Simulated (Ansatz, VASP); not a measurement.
**One calculation of Pt, two programs**

INCAR

```
ALGO     = Normal         # electronic algorithm
EDIFF    = 1E-6           # SCF threshold, eV
ENCUT    = 520            # plane-wave cutoff, eV
GGA      = RE             # functional
ISIF     = 2              # what is computed and relaxed
ISMEAR   = -1             # smearing method
LASPH    = True           # aspherical terms in the spheres
LCHARG   = False          # write CHGCAR
LREAL    = False          # projectors in reciprocal space
LWAVE    = False          # write WAVECAR
NBANDS   = 17             # bands
NELM     = 80             # most SCF steps
PREC     = Accurate       # precision mode
SIGMA    = 0.1            # smearing width, eV
```

KPOINTS

```
k-points
0
Gamma
  11 11 11
```

File POSCAR:

```
Pt
1.0
    0.0000000000      2.9075463163      2.9075463163
    2.9075463163      0.0000000000      2.9075463163
    2.9075463163      2.9075463163      0.0000000000
Pt
2
Direct
    0.1250000000      0.1250000000      0.1250000000
    0.8750000000      0.8750000000      0.8750000000
```

Input for Ansatz:

```yaml
crystal:
  lattice:
    - [0.0, 2.9075463163, 2.9075463163]
    - [2.9075463163, 0.0, 2.9075463163]
    - [2.9075463163, 2.9075463163, 0.0]
  atoms:
    - { symbol: Pt, position: [0.125, 0.125, 0.125] }
    - { symbol: Pt, position: [0.875, 0.875, 0.875] }
hamiltonian:
  xc: revpbe
  pseudopotentials:
    kind: paw
    azcp:
      Pt: "pseudopotentials/Pt.paw.azcp"
basis:
  ecutwfc: 420
  fft_grid_basis: typed
kpoints:
  mp_grid: { grid: [11, 11, 11], shift: [0, 0, 0] }
magnetization:
  spin_polarized: false
scf:
  occupations: { method: fermi_dirac, width: 0.1 }
  lower_state_search: "off"
output:
  stress: true
```

Alike in both runs: task single point; functional revPBE; k mesh 11 × 11 × 11; occupations fermi-dirac, width 0.1 eV; no spin polarisation.

|  | VASP | Ansatz |
| --- | --- | --- |
| version | VASP 6.6.1 | Ansatz 0.2.0 |
| potentials or method | VASP PAW PBE potentials, release 64 (Pt), cutoff 520 eV | plane waves (420 eV) with PAW, scalar-relativistic |
| valence electrons in the cell | 20 | 36 |

|  | VASP | Ansatz | Ansatz less VASP |
| --- | --- | --- | --- |
| pressure (GPa) | -0.3 | 0.0 | +0.36 |

VASP's potentials were made for PBE, not for revPBE. VASP's potentials hold 20 valence electrons a cell and Ansatz's 36, so a difference there can come from the potentials and not from the codes.

Neither program's run includes spin-orbit coupling.
